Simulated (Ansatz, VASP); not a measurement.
Zr in VASP and in Ansatz

The input INCAR:

```
SYSTEM = Zr
ALGO     = Fast           ! electronic algorithm
EDIFF    = 1E-6           ! SCF threshold, eV
ENCUT    = 520            ! plane-wave cutoff, eV
ISIF     = 2              ! what is computed and relaxed
ISMEAR   = 0              ! smearing method
LASPH    = .TRUE.         ! aspherical terms in the spheres
LCHARG   = .FALSE.        ! write CHGCAR
LREAL    = .FALSE.        ! projectors in reciprocal space
LWAVE    = .FALSE.        ! write WAVECAR
NBANDS   = 12             ! bands
NELM     = 100            ! most SCF steps
PREC     = Accurate       ! precision mode
SIGMA    = 0.15           ! smearing width, eV
```

File KPOINTS:

```
k-points
0
G
  18 18 18
  0 0 0
```

File POSCAR:

```
Zr
1.0
    0.0000000000      2.5932500000      2.2550000000
    2.2550000000      0.0000000000      2.2550000000
    2.2550000000      2.5932500000      0.0000000000
Zr
1
Direct
    0.0000000000      0.0000000000      0.0000000000
```

Input for Ansatz:

```yaml
crystal:
  lattice:
    - [0.0, 2.59325, 2.255]
    - [2.255, 0.0, 2.255]
    - [2.255, 2.59325, 0.0]
  atoms:
    - { symbol: Zr, position: [0.0, 0.0, 0.0] }
basis:
  ecutwfc: 420
kpoints:
  mp_grid: { grid: [18, 18, 18] }
hamiltonian:
  xc: lda
scf:
  occupations: { method: gaussian, width: 0.15 }
output:
  forces: true
  stress: true
  eigenvalues: true
```

Change from the starting cell: strain +0.1500 x Voigt [0, 1, 0, 0, 0, 0], atoms carried along.

Alike in both runs: task single point; functional LDA; k mesh 18 × 18 × 18; occupations gaussian, width 0.15 eV; no spin polarisation.

|  | VASP | Ansatz |
| --- | --- | --- |
| version | VASP 6.6.1 | Ansatz 0.2.0 |
| potentials or method | VASP PAW LDA potentials, release 64 (Zr_sv), cutoff 520 eV | scalar-relativistic, plane waves, PAW |
| valence electrons in the cell | 12 | 12 |

|  | VASP | Ansatz | Ansatz less VASP |
| --- | --- | --- | --- |
| gap on the k mesh at the Fermi level (eV) | none | none | - |
| pressure (GPa) | -14.6 | -14.7 | -0.06 |
| traceless stress, the component that is largest in VASP (GPa) | -2.32 | -2.33 | -0.013 |

LDA's correlation is that of Perdew and Zunger in VASP and of Perdew and Wang (1992) in Ansatz. A gap of «none» marks a metal or a gap that the smearing closes.
